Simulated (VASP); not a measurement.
A run of VASP 6.6.1:

POSCAR

```
Mn
1.0
   -1.4321439648      1.4321439648      1.4321439648
    1.4321439648     -1.4321439648      1.4321439648
    1.4321439648      1.4321439648     -1.4321439648
Mn
1
Direct
    0.0000000000      0.0000000000      0.0000000000
```

Contents of INCAR.step1:

```
  PREC = Accurate
  ENCUT = 600
  ISMEAR = -1
  SIGMA = 0.05
  LREAL = F
  LASPH = T
  NELM = 150
  ISPIN = 2
  MAGMOM = 3
  LMAXMIX = 4
  GGA = PE
  ALGO = Normal
  EDIFF = 1E-4
  LWAVE = T
  LCHARG = F
```

File INCAR.step2:

```
  PREC = Accurate
  ENCUT = 600
  EDIFF = 1E-6
  ISMEAR = -1
  SIGMA = 0.05
  LREAL = F
  LASPH = T
  NELM = 150
  ALGO = Normal
  ISIF = 3
  LWAVE = F
  LCHARG = F
  ISPIN = 2
  MAGMOM = 3
  LORBIT = 11
  LMAXMIX = 4
  METAGGA = R2SCAN
  LMIXTAU = T
  IBRION = 2
  NSW = 80
  EDIFFG = -0.01
  ISTART = 1
```

The input KPOINTS:

```
Automatic mesh
0
Gamma
  15 15 15
```

Potentials or basis: VASP PAW PBE potentials, release 64 (Mn_pv).

The run is started by

```bash
$ cat potpaw_PBE.64/Mn_pv/POTCAR > POTCAR
$ cp INCAR.step1 INCAR
$ mpirun -np 1 vasp_std > vasp.out
$ cp INCAR.step2 INCAR
$ mpirun -np 1 vasp_std > vasp.out
```

Hardware: 1 thread of AMD EPYC 9R45 (Zen 5) (shared host).

Problem. Estimate the wall time of this run.

Solution. Run time: 7.9 min on 1 thread of AMD EPYC 9R45 (Zen 5), on a shared host, peak memory 0.13 GiB. Counts: k points 120, ion steps 4.
